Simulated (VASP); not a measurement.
Here is a VASP 6.6.1 calculation.

The input INCAR:

```
SYSTEM = Si16Ge
ALGO = Normal ; EDIFF = 1E-7
ENCUT = 520 ; GGA = PE
ISIF = 2 ; ISMEAR = 0
LASPH = .TRUE. ; LCHARG = .TRUE.
LELF = .TRUE. ; LREAL = Auto
LVHAR = .TRUE. ; LWAVE = .FALSE.
NBANDS = 53 ; NELECT = 66.0
NELM = 60 ; PREC = Accurate
SIGMA = 0.05
```

KPOINTS

```
k-points
0
G
  2 2 2
  0 0 0
```

File POSCAR:

```
Si16Ge
1.0
    0.0000000000      5.4300000000      5.4300000000
    5.4300000000      0.0000000000      5.4300000000
    5.4300000000      5.4300000000      0.0000000000
Si Ge
16 1
Direct
   -0.0088773481     -0.0317445672      0.0249653775
    0.1391488029      0.1191777164      0.1217773481
    0.0274964088     -0.0110312155      0.4939967772
    0.1376252302      0.0934738490      0.6489532228
   -0.0088801105      0.5149287293      0.0250871087
    0.0938332413      0.5963746777      0.2128450276
    0.0011466851      0.4582680479      0.5819527624
    0.1377014733      0.6194014733      0.6490821363
    0.4947512891      0.0492984346     -0.0938413444
    0.6012151013      0.1182173112      0.0957558011
    0.5086007366     -0.0085615101      0.4714381215
    0.6589269797      0.1477470534      0.5452866483
    0.4599684162      0.5200376611     -0.0008232965
    0.6013002762      0.6842455801      0.0954566298
    0.5085753223      0.5282541436      0.4711583794
    0.6367339779      0.6169151934      0.6287953039
    0.7501885820      0.2977412523      0.1536285451
```

Potentials or basis: VASP PAW PBE potentials, release 64 (Si, Ge_d).

Command:

```console
$ cat potpaw_PBE.64/Si/POTCAR potpaw_PBE.64/Ge_d/POTCAR > POTCAR
$ mpirun -np 1 vasp_std > vasp.out
```

Task: Estimate the largest force.

Result: 0.482 eV/Å.

Forces in eV/Å, atoms in the order of the input:
```
Si   0.051  0.028 -0.037
Si   0.097  0.212 -0.099
Si  -0.138  0.045  0.137
Si   0.093  0.047 -0.073
Si   0.037  0.029 -0.051
Si   0.026 -0.032 -0.027
Si   0.210  0.380 -0.208
Si   0.073  0.047 -0.093
Si  -0.104 -0.329  0.102
Si  -0.092 -0.345 -0.183
Si  -0.240 -0.127  0.034
Si  -0.006  0.324  0.009
Si   0.060 -0.199 -0.061
Si   0.182 -0.346  0.090
Si  -0.035 -0.129  0.241
Si  -0.140  0.016  0.139
Ge  -0.076  0.379  0.079
```

Caveat: the k points lie up to 0.50 Å⁻¹ apart; the cell carries a net charge on a neutralising background, which shifts energy and pressure.
